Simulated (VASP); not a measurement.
# MgO (P6_3/mmc) in VASP: notebook

The runs below take MgO through single point, with PBE.

All numbers are computed with VASP 6.6.1; they aren't measurements. Logs are shortened: lines on timing, memory, paths and dates and some standing lists are left out, and cuts for length are marked.

## 1. The cell of the first run

Symmetry: P6_3/mmc, No. 194, hexagonal system. Conventional cell: a = 3.486 Å, b = 3.486 Å, c = 4.178 Å, α = 90.00°, β = 90.00°, γ = 120.00°. Within 2.7 Å of Mg (site symmetry -6m2) lie 5 O at 2.01 to 2.09 Å. O (site symmetry -6m2) has 5 Mg at 2.01 to 2.09 Å within 2.7 Å.

## 2. Single point, PBE

Input file INCAR:

```
PREC     = Accurate       # precision mode
ENCUT    = 520            # plane-wave cutoff, eV
EDIFF    = 1E-6           # SCF threshold, eV
ISMEAR   = 0              # smearing method
SIGMA    = 0.01           # smearing width, eV
LREAL    = False          # projectors in reciprocal space
LASPH    = True           # aspherical terms in the spheres
NELM     = 100            # most SCF steps
ALGO     = Normal         # electronic algorithm
ISIF     = 2              # what is computed and relaxed
LWAVE    = False          # write WAVECAR
LCHARG   = False          # write CHGCAR
GGA      = PE             # functional
NBANDS   = 16             # bands
```

Input file KPOINTS:

```
regular mesh
0
Gamma
  12 12 6
```

Input file POSCAR:

```
MgO
1.0
    3.4863778600      0.0000000000      0.0000000000
   -1.7431889300      3.0192918000      0.0000000000
    0.0000000000      0.0000000000      4.1780412200
Mg O
2 2
Direct
    0.6666666667      0.3333333333      0.7500000000
    0.3333333333      0.6666666667      0.2500000000
    0.6666666667      0.3333333333      0.2500000000
    0.3333333333      0.6666666667      0.7500000000
```

Potentials or basis: VASP PAW PBE potentials, release 64 (Mg, O).

Command:

```
cat potpaw_PBE.64/Mg/POTCAR potpaw_PBE.64/O/POTCAR > POTCAR
mpirun -np 1 vasp_std > vasp.out
```

OUTCAR:

```text
PREC = Accurate
   ENCUT = 520
   EDIFF = 1E-6
   ISMEAR = 0
   LREAL = False
   LASPH = True
   NELM = 100
   ISIF = 2
   GGA = PE

 ion  position               nearest neighbor table
   1  0.667  0.333  0.750-   4 2.01   4 2.01   4 2.01   3 2.09   3 2.09   2 2.90   2 2.90   2 2.90
                             2 2.90   2 2.90   2 2.90
   2  0.333  0.667  0.250-   3 2.01   3 2.01   3 2.01   4 2.09   4 2.09   1 2.90   1 2.90   1 2.90
                             1 2.90   1 2.90   1 2.90
   3  0.667  0.333  0.250-   2 2.01   2 2.01   2 2.01   1 2.09   1 2.09
   4  0.333  0.667  0.750-   1 2.01   1 2.01   1 2.01   2 2.09   2 2.09

  LATTYP: Found a hexagonal cell.
 ALAT       =     3.4863778600
 C/A-ratio  =     1.1983902456

  Lattice vectors:

 A1 = (   3.4863778600,   0.0000000000,   0.0000000000)
 A2 = (  -1.7431889300,   3.0192918000,   0.0000000000)
 A3 = (   0.0000000000,   0.0000000000,   4.1780412200)

Analysis of symmetry for initial positions (statically):
=====================================================================
 Subroutine PRICEL returns:
 Original cell was already a primitive cell.

 Routine SETGRP: Setting up the symmetry group for a
 hexagonal supercell.

 Subroutine GETGRP returns: Found 24 space group operations
 (whereof 12 operations were pure point group operations)
 out of a pool of 24 trial point group operations.

The static configuration has the point symmetry D_3d.
 The point group associated with its full space group is D_6h.

Analysis of symmetry for dynamics (positions and initial velocities):
=====================================================================
 Subroutine PRICEL returns:
 Original cell was already a primitive cell.

 Routine SETGRP: Setting up the symmetry group for a
 hexagonal supercell.

 Subroutine GETGRP returns: Found 24 space group operations
 (whereof 12 operations were pure point group operations)
 out of a pool of 24 trial point group operations.

The dynamic configuration has the point symmetry D_3d.
 The point group associated with its full space group is D_6h.

 Subroutine INISYM returns: Found 24 space group operations
 (whereof 12 operations are pure point group operations),
 and found     1 'primitive' translations

----------------------------------------------------------------------------------------

                                     Primitive cell

  volume of cell :      43.9797

  direct lattice vectors                    reciprocal lattice vectors
     3.486377860  0.000000000  0.000000000     0.286830642  0.165601748  0.000000000
    -1.743188930  3.019291800  0.000000000     0.000000000  0.331203496  0.000000000
     0.000000000  0.000000000  4.178041220     0.000000000  0.000000000  0.239346609

  length of vectors
     3.486377860  3.486377865  4.178041220     0.331203497  0.331203496  0.239346609

  position of ions in fractional coordinates (direct lattice)
     0.666666667  0.333333333  0.750000000
     0.333333333  0.666666667  0.250000000
     0.666666667  0.333333333  0.250000000
     0.333333333  0.666666667  0.750000000

  ion indices of the primitive-cell ions
   primitive index   ion index
                 1           1
                 2           2
                 3           3
                 4           4

----------------------------------------------------------------------------------------

 KPOINTS: regular mesh

Automatic generation of k-mesh.
 Grid dimensions read from file:
 generate k-points for:   12   12    6

 Generating k-lattice:

  Cartesian coordinates                     Fractional coordinates (reciprocal lattice)
     0.023902554  0.013800146  0.000000000     0.083333333  0.000000000  0.000000000
     0.000000000  0.027600291  0.000000000     0.000000000  0.083333333  0.000000000
     0.000000000  0.000000000  0.039891102     0.000000000  0.000000000  0.166666667

  Length of vectors
     0.027600291  0.027600291  0.039891102

  Shift w.r.t. Gamma in fractional coordinates (k-lattice)
     0.000000000  0.000000000  0.000000000

 Subroutine IBZKPT returns following result:
 ===========================================

 Found     76 irreducible k-points:

 Following reciprocal coordinates:
            Coordinates               Weight
  0.000000  0.000000  0.000000      1.000000
  0.083333  0.000000  0.000000      6.000000
  0.166667  0.000000  0.000000      6.000000
  0.250000  0.000000  0.000000      6.000000
  0.333333  0.000000  0.000000      6.000000
  0.416667  0.000000  0.000000      6.000000
[... 16 lines left out ...]
  0.250000  0.000000  0.166667     12.000000
  0.333333  0.000000  0.166667     12.000000
 [... further k-points ...]
   k-points           NKPTS =     76   k-points in BZ     NKDIM =     76   number of bands    NBANDS=     16
   number of dos      NEDOS =    301   number of ions     NIONS =      4
   total plane-waves  NPLWV =  25088
   dimension x,y,z NGX =    28 NGY =   28 NGZ =   32
   dimension x,y,z NGXF=    56 NGYF=   56 NGZF=   64
   ions per type =               2   2
   NGX,Y,Z   is equivalent  to a cutoff of  13.35, 13.35, 12.73 a.u.
   NGXF,Y,Z  is equivalent  to a cutoff of  26.70, 26.70, 25.47 a.u.
 SYSTEM =  unknown system
   PREC   = accura    normal or accurate (medium, high low for compatibility)
   ISTART =      0    job   : 0-new  1-cont  2-samecut
   ICHARG =      2    charge: 1-file 2-atom 10-const
   ISPIN  =      1    spin polarized calculation?
   LNONCOLLINEAR =      F non collinear calculations
   LSORBIT =      F    spin-orbit coupling
   LASPH  =      T    aspherical Exc in radial PAW
   ENCUT  =  520.0 eV  38.22 Ry    6.18 a.u.   6.48  6.48  7.77*2*pi/ulx,y,z
   NELM   =    100;   NELMIN=  2; NELMDL= -5     # of ELM steps
   EDIFF  = 0.1E-05   stopping-criterion for ELM
   LREAL  =      F    real-space projection
[... 7 lines left out ...]
   TEBEG  =    0.0;   TEEND  =   0.0 temperature during run
   PSTRESS=    0.0 pullay stress
   NELECT =      16.0000    total number of electrons
   NUPDOWN=      -1.0000    fix difference up-down
   EMIN   =  10.00;   EMAX   =-10.00  energy-range for DOS
   EFERMI =   0.00;   METHOD = LEGACY
   ISMEAR =     0;   SIGMA  =   0.01  broadening in eV -4-tet -1-fermi 0-gaus
   EFERMI_NEDOS =   21; number of points for ismear=-14 and -15
   IALGO  =     38    algorithm
   IMIX   =      4    mixing-type and parameters
     AMIX     =   0.40;   BMIX     =  1.00
     AMIX_MAG =   1.60;   BMIX_MAG =  1.00
  volume/ion in A,a.u.               =      10.99        74.20
  Fermi-wavevector in a.u.,A,eV,Ry     =   1.168685  2.208494 18.583167  1.365824
  Thomas-Fermi vector in A             =   2.305168
   LORBIT       =      0    0 simple, 1 ext, 2 COOP (PROOUT), +10 PAW based schemes
   GGA     = PE    functional components
   LHFCALC =     F    Hartree Fock is set to
   AEXX    =    0.0000 exact exchange contribution
   IVDW    =     0    specifies the selected vdW correction
   LEPSILON=     F    determine dielectric tensor
   LRPA    =     F    only Hartree local field effects (RPA)
 non-spin polarized calculation
 Gauss-broadening in eV      SIGMA  =   0.01
  energy-cutoff  :      520.00
  volume of cell :       43.98
 maximum number of plane-waves:      1204
 NGX is ok and might be reduce to    28
   NGX = 13   NGY = 13   NGZ = 15

 number of electron      15.9999999 magnetization

 Free energy of the ion-electron system (eV)
  ---------------------------------------------------
  ext. energy  EPLUGINS =         0.00000000
  ---------------------------------------------------
  free energy    TOTEN  =       -23.65719918 eV

  energy without entropy =      -23.65719918  energy(sigma->0) =      -23.65719918

 E-fermi :   2.1355     XC(G=0): -10.0741

 val. band max:        2.0069161172   @ k =   0.0000   0.0000   0.0000
 cond. band min:       5.4459645471   @ k =   0.0000   0.0000   0.0000
 fundamental gap:      3.4390484299
 Fermi energy:         2.1354639229

 k-point     1 :       0.0000    0.0000    0.0000
  band No.  band energies     occupation
      1     -14.9318      2.00000
      2     -13.5316      2.00000
      3      -1.6355      2.00000
      4       0.2697      2.00000
      5       0.2697      2.00000
      6       1.2024      2.00000
[... 8 lines left out ...]
     15      17.6321      0.00000
     16      17.6841      0.00000

 k-point     2 :       0.0833    0.0000    0.0000
  band No.  band energies     occupation
      1     -14.8975      2.00000
      2     -13.5375      2.00000
      3      -1.5811      2.00000
      4       0.1617      2.00000
      5       0.2129      2.00000
      6       1.0176      2.00000
[... 8 lines left out ...]
     15      17.3014      0.00000
     16      17.3663      0.00000

 k-point     3 :       0.1667    0.0000    0.0000
  band No.  band energies     occupation
      1     -14.7987      2.00000
      2     -13.5571      2.00000
      3      -1.4216      2.00000
      4      -0.1745      2.00000
      5       0.0772      2.00000
      6       0.6712      2.00000
[... 8 lines left out ...]
     15      16.6489      0.00000
     16      16.8437      0.00000

 k-point     4 :       0.2500    0.0000    0.0000
  band No.  band energies     occupation
      1     -14.6495      2.00000
      2     -13.5968      2.00000
      3      -1.1700      2.00000
      4      -0.6649      2.00000
      5      -0.0796      2.00000
      6       0.3929      2.00000
[... 8 lines left out ...]
     15      15.9089      0.00000
     16      16.6711      0.00000
[... 324 lines left out ...]
 k-point    22 :       0.1667    0.0000    0.1667
  band No.  band energies     occupation
      1     -14.7135      2.00000
      2     -13.6359      2.00000
      3      -1.4184      2.00000
      4      -0.0534      2.00000
      5       0.1501      2.00000
      6       0.4473      2.00000
[... 8 lines left out ...]
     15      16.5478      0.00000
     16      17.3493      0.00000

 k-point    23 :       0.2500    0.0000    0.1667
  band No.  band energies     occupation
      1     -14.5733      2.00000
      2     -13.6587      2.00000
      3      -1.3771      2.00000
      4      -0.4601      2.00000
      5       0.0041      2.00000
      6       0.2226      2.00000
[... 8 lines left out ...]
     15      16.4284      0.00000
     16      16.7134      0.00000

 k-point    24 :       0.3333    0.0000    0.1667
  band No.  band energies     occupation
      1     -14.4096      2.00000
      2     -13.7029      2.00000
      3      -1.4869      2.00000
      4      -0.6521      2.00000
      5      -0.1236      2.00000
      6       0.0792      2.00000
[... 8 lines left out ...]
     15      16.2392      0.00000
     16      16.5133      0.00000

 [... further k-points ...]

------------------------ aborting loop because EDIFF is reached ----------------------------------------

  FORCE on cell =-STRESS in cart. coord.  units (eV):
  Direction    XX          YY          ZZ          XY          YZ          ZX
  --------------------------------------------------------------------------------------
  -------------------------------------------------------------------------------------
  Total        1.0277713      1.0277713      1.2835940      0.0000000      0.0000000      0.0000000
  in kB       37.4416357     37.4416358     46.7612391      0.0000000      0.0000000      0.0000000
  external PRESSURE =      40.5481702 kB  Pullay stress =       0.0000000 kB

 VOLUME and BASIS-vectors are now :
 -----------------------------------------------------------------------------
  energy-cutoff  :      520.00
  volume of cell :       43.98
      direct lattice vectors                 reciprocal lattice vectors
     3.486377860  0.000000000  0.000000000     0.286830642  0.165601748  0.000000000
    -1.743188930  3.019291800  0.000000000     0.000000000  0.331203496  0.000000000
     0.000000000  0.000000000  4.178041220     0.000000000  0.000000000  0.239346609

 POSITION                                       TOTAL-FORCE (eV/Angst)
 -----------------------------------------------------------------------------------
      1.74319      1.00643      3.13353         0.000000      0.000000      0.000000
     -0.00000      2.01286      1.04451        -0.000000      0.000000      0.000000
      1.74319      1.00643      1.04451        -0.000000     -0.000000      0.000000
     -0.00000      2.01286      3.13353         0.000000      0.000000      0.000000
 -----------------------------------------------------------------------------------
    total drift:                                0.000000     -0.000000      0.000000

  FREE ENERGIE OF THE ION-ELECTRON SYSTEM (eV)
  ---------------------------------------------------
  free  energy   TOTEN  =       -23.6571991785 eV

  energy  without entropy=      -23.6571991785  energy(sigma->0) =      -23.65719918
```

Run time: 80 s. Hardware: 1 thread of Intel Xeon 8259CL, shared host; peak memory 0.19 GiB.

Results:

```
Free energy            : -23.6572 eV
Pressure               : 4.1 GPa
Band gap on the k mesh : 3.44 eV
```

Stress tensor (GPa, compression positive):
```
3.74 0.00 0.00
0.00 3.74 0.00
0.00 0.00 4.68
```

Caveat: the cell stands under pressure.

## 3. Single point, PBE

Input file INCAR:

```
SYSTEM = MgO
PREC = Accurate ; ENCUT = 520
EDIFF = 1E-6 ; ISMEAR = 0
SIGMA = 0.01 ; LREAL = .FALSE.
LASPH = .TRUE. ; NELM = 100
ALGO = Normal ; ISIF = 2
LWAVE = .FALSE. ; LCHARG = .FALSE.
GGA = PE ; NBANDS = 16
```

Input file KPOINTS:

```
regular mesh
0
G
  12 12 6
  0 0 0
```

POSCAR is that of step 2.

Potentials or basis: VASP PAW PBE potentials, release 64 (Mg, O).

Command:

```
cat potpaw_PBE.64/Mg/POTCAR potpaw_PBE.64/O/POTCAR > POTCAR
mpirun -np 1 vasp_std > vasp.out
```

OUTCAR:

```text
SYSTEM = MgO
   PREC = Accurate
   ENCUT = 520
   EDIFF = 1E-6
   ISMEAR = 0
   LREAL = .FALSE.
   LASPH = .TRUE.
   NELM = 100
   ISIF = 2
   GGA = PE

 ion  position               nearest neighbor table
   1  0.667  0.333  0.750-   4 2.01   4 2.01   4 2.01   3 2.09   3 2.09   2 2.90   2 2.90   2 2.90
                             2 2.90   2 2.90   2 2.90
   2  0.333  0.667  0.250-   3 2.01   3 2.01   3 2.01   4 2.09   4 2.09   1 2.90   1 2.90   1 2.90
                             1 2.90   1 2.90   1 2.90
   3  0.667  0.333  0.250-   2 2.01   2 2.01   2 2.01   1 2.09   1 2.09
   4  0.333  0.667  0.750-   1 2.01   1 2.01   1 2.01   2 2.09   2 2.09

  LATTYP: Found a hexagonal cell.
 ALAT       =     3.4863778600
 C/A-ratio  =     1.1983902456

  Lattice vectors:

 A1 = (   3.4863778600,   0.0000000000,   0.0000000000)
 A2 = (  -1.7431889300,   3.0192918000,   0.0000000000)
 A3 = (   0.0000000000,   0.0000000000,   4.1780412200)

Analysis of symmetry for initial positions (statically):
=====================================================================
 Subroutine PRICEL returns:
 Original cell was already a primitive cell.

 Routine SETGRP: Setting up the symmetry group for a
 hexagonal supercell.

[... 177 lines left out ...]
 fundamental gap:      3.4390484299
 Fermi energy:         2.1354639229

 k-point     1 :       0.0000    0.0000    0.0000
  band No.  band energies     occupation
      1     -14.9318      2.00000
      2     -13.5316      2.00000
      3      -1.6355      2.00000
      4       0.2697      2.00000
      5       0.2697      2.00000
      6       1.2024      2.00000
[... 433 lines left out ...]
      3      -1.4869      2.00000
      4      -0.6521      2.00000
      5      -0.1236      2.00000
      6       0.0792      2.00000
[... 8 lines left out ...]
     15      16.2392      0.00000
     16      16.5133      0.00000

 [... further k-points ...]

------------------------ aborting loop because EDIFF is reached ----------------------------------------

  FORCE on cell =-STRESS in cart. coord.  units (eV):
  Direction    XX          YY          ZZ          XY          YZ          ZX
  --------------------------------------------------------------------------------------
  -------------------------------------------------------------------------------------
  Total        1.0277713      1.0277713      1.2835940      0.0000000      0.0000000      0.0000000
  in kB       37.4416357     37.4416358     46.7612391      0.0000000      0.0000000      0.0000000
  external PRESSURE =      40.5481702 kB  Pullay stress =       0.0000000 kB

 VOLUME and BASIS-vectors are now :
 -----------------------------------------------------------------------------
  energy-cutoff  :      520.00
  volume of cell :       43.98
      direct lattice vectors                 reciprocal lattice vectors
     3.486377860  0.000000000  0.000000000     0.286830642  0.165601748  0.000000000
    -1.743188930  3.019291800  0.000000000     0.000000000  0.331203496  0.000000000
     0.000000000  0.000000000  4.178041220     0.000000000  0.000000000  0.239346609

 POSITION                                       TOTAL-FORCE (eV/Angst)
 -----------------------------------------------------------------------------------
      1.74319      1.00643      3.13353         0.000000      0.000000      0.000000
     -0.00000      2.01286      1.04451        -0.000000      0.000000      0.000000
      1.74319      1.00643      1.04451        -0.000000     -0.000000      0.000000
     -0.00000      2.01286      3.13353         0.000000      0.000000      0.000000
 -----------------------------------------------------------------------------------
    total drift:                                0.000000     -0.000000      0.000000

  FREE ENERGIE OF THE ION-ELECTRON SYSTEM (eV)
  ---------------------------------------------------
  free  energy   TOTEN  =       -23.6571991785 eV

  energy  without entropy=      -23.6571991785  energy(sigma->0) =      -23.65719918
```

OSZICAR:

```text
N       E                     dE             d eps       ncg     rms          rms(c)
DAV:   1     0.616165922125E+02    0.61617E+02   -0.76315E+03  2440   0.895E+02
DAV:   2    -0.236710282479E+02   -0.85288E+02   -0.77571E+02  3440   0.195E+02
DAV:   3    -0.276528287575E+02   -0.39818E+01   -0.39704E+01  2776   0.435E+01
DAV:   4    -0.276690162005E+02   -0.16187E-01   -0.16187E-01  2960   0.326E+00
DAV:   5    -0.276690961891E+02   -0.79989E-04   -0.79989E-04  2696   0.220E-01    0.112E+01
DAV:   6    -0.237209736586E+02    0.39481E+01   -0.10346E+01  2536   0.249E+01    0.354E+00
DAV:   7    -0.236745472518E+02    0.46426E-01   -0.14818E-01  2472   0.310E+00    0.212E+00
DAV:   8    -0.236590669738E+02    0.15480E-01   -0.93386E-02  2616   0.327E+00    0.521E-01
DAV:   9    -0.236563124067E+02    0.27546E-02   -0.67467E-03  2992   0.739E-01    0.113E-01
DAV:  10    -0.236571815399E+02   -0.86913E-03   -0.87308E-04  2448   0.204E-01    0.352E-02
DAV:  11    -0.236572005006E+02   -0.18961E-04   -0.24604E-05  2648   0.384E-02    0.202E-02
DAV:  12    -0.236571994701E+02    0.10305E-05   -0.96625E-06  2464   0.246E-02    0.408E-03
DAV:  13    -0.236571991785E+02    0.29162E-06   -0.10415E-06  1936   0.789E-03
   1 F= -.23657199E+02 E0= -.23657199E+02  d E =-.112138E-76
```

stdout:

```text
POSCAR found type information on POSCAR MgO
 POSCAR found :  2 types and       4 ions
 scaLAPACK will be used
 LDA part: xc-table for (Slater+PW92), standard interpolation
 POSCAR, INCAR and KPOINTS ok, starting setup
 FFT: planning ... GRIDC
 FFT: planning ... GRID_SOFT
 FFT: planning ... GRID
 WAVECAR not read
 entering main loop
```

Wall time 76 s (1 thread of Intel Xeon 8259CL, shared host); peak memory 0.19 GiB.

Results:

| Item | Value |
| --- | --- |
| Free energy | -23.6572 eV |
| Pressure | 4.1 GPa |
| Band gap on the k mesh | 3.44 eV |

Caveat: the cell stands under pressure. A k mesh can miss the band edges.
